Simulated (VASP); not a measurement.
# C (Fddd) in VASP: further runs

The runs below take C through single point, with LDA.

Program: VASP 6.6.1. These are calculated values, not measurements. Logs are shortened: lines on timing, memory, paths and dates and some standing lists are left out, and cuts for length are marked.

## Step 1: The cell of the first run

Symmetry: Fddd, No. 70, orthorhombic system. Conventional cell: a = 3.284 Å, b = 3.523 Å, c = 3.788 Å, α = 90.00°, β = 90.00°, γ = 90.00°. C (site symmetry 222) has 4 C at 1.53 Å within 2.0 Å.

## Step 2: Single point, LDA

The input, INCAR:

```
PREC     = Accurate       # precision mode
ENCUT    = 910            # plane-wave cutoff, eV
EDIFF    = 1E-6           # SCF threshold, eV
ISMEAR   = 0              # smearing method
SIGMA    = 0.05           # smearing width, eV
LREAL    = F              # projectors in reciprocal space
LASPH    = T              # aspherical terms in the spheres
NELM     = 120            # most SCF steps
ALGO     = Normal         # electronic algorithm
ISIF     = 2              # what is computed and relaxed
LWAVE    = F              # write WAVECAR
LCHARG   = F              # write CHGCAR
NBANDS   = 11             # bands
GGA_COMPAT= F
```

The input, KPOINTS:

```
Automatic mesh
0
Gamma
  12 12 12
```

The input, POSCAR:

```
C
1.0
    0.0000000000      1.8937884393      1.6421661991
    1.7613556813      0.0000000000      1.6421661991
    1.7613556813      1.8937884393      0.0000000000
C
2
Direct
    0.5000000000      0.5000000000      0.5000000000
    0.7500000000      0.7500000000      0.7500000000
```

Potentials or basis: VASP PAW LDA potentials, release 64 (C_h).

Launch:

```bash
$ cat potpaw_LDA.64/C_h/POTCAR > POTCAR
$ mpirun -np 1 vasp_std > vasp.out
```

OUTCAR:

```text
PREC = Accurate
   ENCUT = 910
   EDIFF = 1E-6
   ISMEAR = 0
   LREAL = F
   LASPH = T
   NELM = 120
   ISIF = 2

 ion  position               nearest neighbor table
   1  0.500  0.500  0.500-
   2  0.750  0.750  0.750-

  LATTYP: Found a face centered orthorhombic cell.
 ALAT       =     3.2843323982
 B/A-ratio  =     1.0725806452
 C/A-ratio  =     1.1532258065

  Lattice vectors:

 A1 = (   1.7613556813,   1.8937884393,   0.0000000000)
 A2 = (   0.0000000000,   1.8937884393,   1.6421661991)
 A3 = (   1.7613556813,   0.0000000000,   1.6421661991)

Analysis of symmetry for initial positions (statically):
=====================================================================
 Subroutine PRICEL returns:
 Original cell was already a primitive cell.

 Routine SETGRP: Setting up the symmetry group for a
 face centered orthorhombic supercell.

 Subroutine GETGRP returns: Found  8 space group operations
 (whereof  4 operations were pure point group operations)
 out of a pool of  8 trial point group operations.

The static configuration has the point symmetry D_2 .
 The point group associated with its full space group is D_2h.

Analysis of symmetry for dynamics (positions and initial velocities):
=====================================================================
 Subroutine PRICEL returns:
 Original cell was already a primitive cell.

 Routine SETGRP: Setting up the symmetry group for a
 face centered orthorhombic supercell.

 Subroutine GETGRP returns: Found  8 space group operations
 (whereof  4 operations were pure point group operations)
 out of a pool of  8 trial point group operations.

The dynamic configuration has the point symmetry D_2 .
 The point group associated with its full space group is D_2h.

 Subroutine INISYM returns: Found  8 space group operations
 (whereof  4 operations are pure point group operations),
 and found     1 'primitive' translations

----------------------------------------------------------------------------------------

                                     Primitive cell

  volume of cell :      10.9553

  direct lattice vectors                    reciprocal lattice vectors
     0.000000000  1.893788439  1.642166199    -0.283872250  0.264021044  0.304475881
     1.761355681  0.000000000  1.642166199     0.283872250 -0.264021044  0.304475881
     1.761355681  1.893788439  0.000000000     0.283872250  0.264021044 -0.304475881

  length of vectors
     2.506620130  2.408128664  2.586273089     0.492946374  0.492946374  0.492946374

  position of ions in fractional coordinates (direct lattice)
     0.500000000  0.500000000  0.500000000
     0.750000000  0.750000000  0.750000000

  ion indices of the primitive-cell ions
   primitive index   ion index
                 1           1
                 2           2

----------------------------------------------------------------------------------------

 KPOINTS: Automatic mesh

Automatic generation of k-mesh.
 Grid dimensions read from file:
 generate k-points for:   12   12   12

 Generating k-lattice:

  Cartesian coordinates                     Fractional coordinates (reciprocal lattice)
    -0.023656021  0.022001754  0.025372990     0.083333333  0.000000000  0.000000000
     0.023656021 -0.022001754  0.025372990     0.000000000  0.083333333 -0.000000000
     0.023656021  0.022001754 -0.025372990     0.000000000 -0.000000000  0.083333333

  Length of vectors
     0.041078865  0.041078865  0.041078865

  Shift w.r.t. Gamma in fractional coordinates (k-lattice)
     0.000000000  0.000000000  0.000000000

 Subroutine IBZKPT returns following result:
 ===========================================

 Found    280 irreducible k-points:

 Following reciprocal coordinates:
            Coordinates               Weight
  0.000000  0.000000  0.000000      1.000000
  0.083333  0.000000  0.000000      8.000000
  0.166667  0.000000 -0.000000      8.000000
  0.250000  0.000000  0.000000      8.000000
  0.333333  0.000000 -0.000000      8.000000
  0.416667  0.000000  0.000000      8.000000
[... 16 lines left out ...]
  0.500000  0.166667 -0.000000      8.000000
 -0.416667  0.166667 -0.000000      8.000000
 [... further k-points ...]
   k-points           NKPTS =    280   k-points in BZ     NKDIM =    280   number of bands    NBANDS=     11
   number of dos      NEDOS =    301   number of ions     NIONS =      2
   total plane-waves  NPLWV =  18816
   dimension x,y,z NGX =    28 NGY =   24 NGZ =   28
   dimension x,y,z NGXF=    56 NGYF=   48 NGZF=   56
   ions per type =               2
   NGX,Y,Z   is equivalent  to a cutoff of  18.57, 16.57, 18.00 a.u.
   NGXF,Y,Z  is equivalent  to a cutoff of  37.14, 33.14, 36.00 a.u.
 SYSTEM =  unknown system
   PREC   = accura    normal or accurate (medium, high low for compatibility)
   ISTART =      0    job   : 0-new  1-cont  2-samecut
   ICHARG =      2    charge: 1-file 2-atom 10-const
   ISPIN  =      1    spin polarized calculation?
   LNONCOLLINEAR =      F non collinear calculations
   LSORBIT =      F    spin-orbit coupling
   LASPH  =      T    aspherical Exc in radial PAW
   ENCUT  =  910.0 eV  66.88 Ry    8.18 a.u.   6.17  5.92  6.36*2*pi/ulx,y,z
   NELM   =    120;   NELMIN=  2; NELMDL= -5     # of ELM steps
   EDIFF  = 0.1E-05   stopping-criterion for ELM
   LREAL  =      F    real-space projection
   EDIFFG = 0.1E-04   stopping-criterion for IOM
   NSW    =      0    number of steps for IOM
   IBRION =     -1    ionic relax: 0-MD 1-quasi-New 2-CG
   NFREE  =      0    steps in history (QN), initial steepest desc. (CG)
   ISIF   =      2    stress and relaxation
   ISYM   =      2    0-nonsym 1-usesym 2-fastsym
   POTIM  = 0.5000    time-step for ionic-motion
   TEBEG  =    0.0;   TEEND  =   0.0 temperature during run
   PSTRESS=    0.0 pullay stress
   NELECT =       8.0000    total number of electrons
   NUPDOWN=      -1.0000    fix difference up-down
   EMIN   =  10.00;   EMAX   =-10.00  energy-range for DOS
   EFERMI =   0.00;   METHOD = LEGACY
   ISMEAR =     0;   SIGMA  =   0.05  broadening in eV -4-tet -1-fermi 0-gaus
   EFERMI_NEDOS =   21; number of points for ismear=-14 and -15
   IALGO  =     38    algorithm
   IMIX   =      4    mixing-type and parameters
     AMIX     =   0.40;   BMIX     =  1.00
     AMIX_MAG =   1.60;   BMIX_MAG =  1.00
  volume/ion in A,a.u.               =       5.48        36.97
  Fermi-wavevector in a.u.,A,eV,Ry     =   1.474222  2.785876 29.569965  2.173331
  Thomas-Fermi vector in A             =   2.589020
   LORBIT       =      0    0 simple, 1 ext, 2 COOP (PROOUT), +10 PAW based schemes
   GGA     = CA    functional components
   LHFCALC =     F    Hartree Fock is set to
   AEXX    =    0.0000 exact exchange contribution
   IVDW    =     0    specifies the selected vdW correction
   LEPSILON=     F    determine dielectric tensor
   LRPA    =     F    only Hartree local field effects (RPA)
 non-spin polarized calculation
 Gauss-broadening in eV      SIGMA  =   0.05
  energy-cutoff  :      910.00
  volume of cell :       10.96
 maximum number of plane-waves:       706
 NGX is ok and might be reduce to    28
   NGX = 13   NGY = 11   NGZ = 13

 number of electron       8.0000000 magnetization

 Free energy of the ion-electron system (eV)
  ---------------------------------------------------
  ext. energy  EPLUGINS =         0.00000000
  ---------------------------------------------------
  free energy    TOTEN  =       -19.93208667 eV

  energy without entropy =      -19.93208667  energy(sigma->0) =      -19.93208667

 E-fermi :  12.7148     XC(G=0): -13.8388

 val. band max:       12.4656411314   @ k =   0.0000   0.0000   0.0000
 cond. band min:      14.0259919170   @ k =   0.4167   0.4167   0.0000
 fundamental gap:      1.5603507856
 Fermi energy:        12.7147889506

 k-point     1 :       0.0000    0.0000    0.0000
  band No.  band energies     occupation
      1     -10.3434      2.00000
      2      10.2436      2.00000
      3      11.6342      2.00000
      4      12.4656      2.00000
      5      16.3650      0.00000
      6      17.2298      0.00000
      7      18.1202      0.00000
      8      25.5121      0.00000
      9      31.0911      0.00000
     10      34.5452      0.00000
     11      35.7523      0.00000

 k-point     2 :       0.0833    0.0000    0.0000
  band No.  band energies     occupation
      1     -10.1451      2.00000
      2       9.6261      2.00000
      3      10.9178      2.00000
      4      11.9268      2.00000
      5      16.7476      0.00000
      6      17.6790      0.00000
      7      18.8052      0.00000
      8      25.6351      0.00000
      9      31.3938      0.00000
     10      33.0733      0.00000
     11      36.9085      0.00000

 k-point     3 :       0.1667    0.0000   -0.0000
  band No.  band energies     occupation
      1      -9.5522      2.00000
      2       7.5706      2.00000
      3       9.7321      2.00000
      4      11.2056      2.00000
      5      17.4380      0.00000
      6      18.5203      0.00000
      7      20.1197      0.00000
      8      25.9951      0.00000
      9      31.6325      0.00000
     10      32.6650      0.00000
     11      35.3655      0.00000

 k-point     4 :       0.2500    0.0000    0.0000
  band No.  band energies     occupation
      1      -8.5720      2.00000
      2       4.7988      2.00000
      3       8.7895      2.00000
      4      10.5712      2.00000
      5      17.8946      0.00000
      6      19.3252      0.00000
      7      21.2795      0.00000
      8      26.5156      0.00000
      9      31.6111      0.00000
     10      33.5796      0.00000
     11      34.8873      0.00000

 k-point     5 :       0.3333    0.0000   -0.0000
  band No.  band energies     occupation
      1      -7.2224      2.00000
      2       1.9804      2.00000
      3       8.0666      2.00000
      4      10.0967      2.00000
      5      18.0216      0.00000
      6      19.8239      0.00000
      7      22.1120      0.00000
      8      27.0018      0.00000
      9      31.9685      0.00000
     10      35.0845      0.00000
     11      35.4135      0.00000
[... 211 lines left out ...]
 k-point    21 :       0.3333    0.1667   -0.0000
  band No.  band energies     occupation
      1      -7.1726      2.00000
      2       3.7888      2.00000
      3       6.6984      2.00000
      4       9.0766      2.00000
      5      16.1787      0.00000
      6      21.3162      0.00000
      7      22.9117      0.00000
      8      23.9816      0.00000
      9      34.0689      0.00000
     10      34.2950      0.00000
     11      38.1614      0.00000

 k-point    22 :       0.4167    0.1667   -0.0000
  band No.  band energies     occupation
      1      -5.6635      2.00000
      2       1.1728      2.00000
      3       6.3338      2.00000
      4       8.3680      2.00000
      5      16.8741      0.00000
      6      21.5182      0.00000
      7      23.2393      0.00000
      8      24.3858      0.00000
      9      33.5043      0.00000
     10      35.1079      0.00000
     11      39.4216      0.00000

 k-point    23 :       0.5000    0.1667   -0.0000
  band No.  band energies     occupation
      1      -3.9941      2.00000
      2      -1.0799      2.00000
      3       6.2693      2.00000
      4       7.7405      2.00000
      5      17.2571      0.00000
      6      21.4366      0.00000
      7      24.4894      0.00000
      8      24.6050      0.00000
      9      32.2956      0.00000
     10      35.8530      0.00000
     11      38.6988      0.00000

 k-point    24 :      -0.4167    0.1667   -0.0000
  band No.  band energies     occupation
      1      -4.0813      2.00000
      2      -0.9863      2.00000
      3       6.4143      2.00000
      4       7.3780      2.00000
      5      17.5681      0.00000
      6      21.2407      0.00000
      7      24.4357      0.00000
      8      26.3017      0.00000
      9      30.8166      0.00000
     10      36.0365      0.00000
     11      36.2423      0.00000

 [... further k-points ...]
[... 5 lines left out ...]
  --------------------------------------------------------------------------------------
  -------------------------------------------------------------------------------------
  Total        0.9678938     -4.8051197      4.5377214      0.0000000      0.0000000      0.0000000
  in kB      141.5509139   -702.7310872    663.6250593      0.0000000      0.0000000      0.0000000
  external PRESSURE =      34.1482953 kB  Pullay stress =       0.0000000 kB

 VOLUME and BASIS-vectors are now :
 -----------------------------------------------------------------------------
  energy-cutoff  :      910.00
  volume of cell :       10.96
      direct lattice vectors                 reciprocal lattice vectors
     0.000000000  1.893788439  1.642166199    -0.283872250  0.264021044  0.304475881
     1.761355681  0.000000000  1.642166199     0.283872250 -0.264021044  0.304475881
     1.761355681  1.893788439  0.000000000     0.283872250  0.264021044 -0.304475881

 POSITION                                       TOTAL-FORCE (eV/Angst)
 -----------------------------------------------------------------------------------
      1.76136      1.89379      1.64217         0.000000      0.000000     -0.000000
      2.64203      2.84068      2.46325         0.000000      0.000000      0.000000
 -----------------------------------------------------------------------------------
    total drift:                                0.000000      0.000000     -0.000000

  FREE ENERGIE OF THE ION-ELECTRON SYSTEM (eV)
  ---------------------------------------------------
  free  energy   TOTEN  =       -19.9320866654 eV

  energy  without entropy=      -19.9320866654  energy(sigma->0) =      -19.93208667
```

Wall time 38 s (1 thread of Intel Xeon Platinum 8375C at 2.90GHz (Ice Lake), shared host); peak memory 0.17 GiB.

Results:

```yaml
Free_energy: -19.9321 eV
Pressure: 3.4 GPa
Band_gap_on_the_k_mesh: 1.56 eV, indirect (least direct gap 3.90 eV)
```

Caveat: the cell differs from its parent crystal (strain +e along x and -e along y -0.0375, strain +e along z and -e/2 along x and y -0.0700); the cutoff is under 1.25 times the usual one of these potentials, so pressure, stress and relaxed cells hold a basis-set (Pulay) error.

(Continued in part 2 of 2.)
